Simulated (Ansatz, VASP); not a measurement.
## One calculation of Co2S, two programs

```
Co S
1.0
     0.00000    2.71981    2.71981
     2.71981    0.00000    2.71981
     2.71981    2.71981    0.00000
Co S
2 1
Direct
  0.25000 0.25000 0.25000
  0.75000 0.75000 0.75000
  0.00000 0.00000 0.00000
```

Alike in both runs: task relaxation of cell and atoms; functional PBE; k mesh 6 × 6 × 6; occupations gaussian, width 0.1 eV; collinear spin.

|  | VASP | Ansatz |
| --- | --- | --- |
| version | VASP 6.6.1 | Ansatz 0.2.0 |
| potentials or method | VASP PAW PBE potentials, release 64 (Co, S), cutoff 600 eV | scalar-relativistic, plane waves, PAW |
| valence electrons in the cell | 24 | 40 |

VASP gave:

| Item | Value |
| --- | --- |
| gap on the k mesh at the Fermi level, each at its own relaxed structure (eV) | none |
| net moment per atom (μB) | 0.10 |
| size of the moment on the site where the two differ most (μB) | 0.15 |
| relaxed volume (Å³/atom) | 11.34 |
| relaxed length of the cell vector where the two differ most in proportion (Å) | 3.638 |

Q: Estimate Ansatz's values.

A: gap on the k mesh at the Fermi level, each at its own relaxed structure (eV): none; net moment per atom (μB): 0.10; size of the moment on the site where the two differ most (μB): 0.16; relaxed volume (Å³/atom): 11.31; relaxed length of the cell vector where the two differ most in proportion (Å): 3.633.

Site moments also hang on the region over which each program counts them. A gap of «none» marks a metal or a gap that the smearing closes. VASP's potentials hold 24 valence electrons a cell and Ansatz's 40, so a difference there can come from the potentials and not from the codes.

Noted on VASP's run: the volume moved by over 15 % at a fixed basis, so the end points are rough.
